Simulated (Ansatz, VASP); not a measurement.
## Two plane-wave programs on C

File INCAR:

```
PREC = Accurate
ENCUT = 520
EDIFF = 1E-6
ISMEAR = 0
SIGMA = 0.15
LREAL = F
LASPH = T
NELM = 100
ALGO = Normal
ISIF = 2
LWAVE = F
LCHARG = T
GGA = PE
IVDW = 12
LELF = T
LVHAR = T
NBANDS = 16
```

The input KPOINTS:

```
Automatic mesh
0
Gamma
  24 24 8
```

POSCAR

```
C
1.0
    2.2677812922      0.0000000000      0.0000000000
   -1.1338906461      1.9639562093      0.0000000000
    0.0000000000      0.0000000000      7.0079699359
C
4
Direct
    0.0000000000      0.0000000000      0.0025000000
    0.0000000000      0.0000000000      0.5025000000
    0.3333333333      0.6666666667      0.0025000000
    0.6666666667      0.3333333333      0.5025000000
```

Input for Ansatz:

```yaml
crystal:
  lattice:
    - [2.2677812922, 0.0, 0.0]
    - [-1.1338906461, 1.9639562093, 0.0]
    - [0.0, 0.0, 7.0079699359]
  atoms:
    - { symbol: C, position: [0.0, 0.0, 0.0025] }
    - { symbol: C, position: [0.0, 0.0, 0.5025] }
    - { symbol: C, position: [0.3333333333, 0.6666666667, 0.0025] }
    - { symbol: C, position: [0.6666666667, 0.3333333333, 0.5025] }
basis:
  ecutwfc: 420
kpoints:
  mp_grid: { grid: [24, 24, 8] }
hamiltonian:
  xc: pbe
  dispersion: d3bj
scf:
  occupations: { method: gaussian, width: 0.15 }
output:
  forces: true
  stress: true
  eigenvalues: true
```

Change from the starting cell: strain -0.080 along x and y, +0.040 along z, atoms carried along.

Alike in both runs: task single point; functional PBE; dispersion D3(BJ); k mesh 24 × 24 × 8; occupations gaussian, width 0.15 eV; no spin polarisation.

```csv
,VASP,Ansatz
version,VASP 6.6.1,Ansatz 0.2.0
potentials or method,"VASP PAW PBE potentials, release 64 (C), cutoff 520 eV","scalar-relativistic, plane waves, PAW"
valence electrons in the cell,16,16
```

```tsv
	VASP	Ansatz	Ansatz less VASP
gap on the k mesh at the Fermi level (eV)	none	none	-
pressure (GPa)	93.8	93.5	-0.36
traceless stress, the component that is largest in VASP (GPa)	-95.43	-94.91	+0.522
```

A gap of «none» marks a metal or a gap that the smearing closes. Both programs put the cell under a high pressure, so it lies far from rest at this level.

Noted on VASP's run: the cell as given lies far from equilibrium.
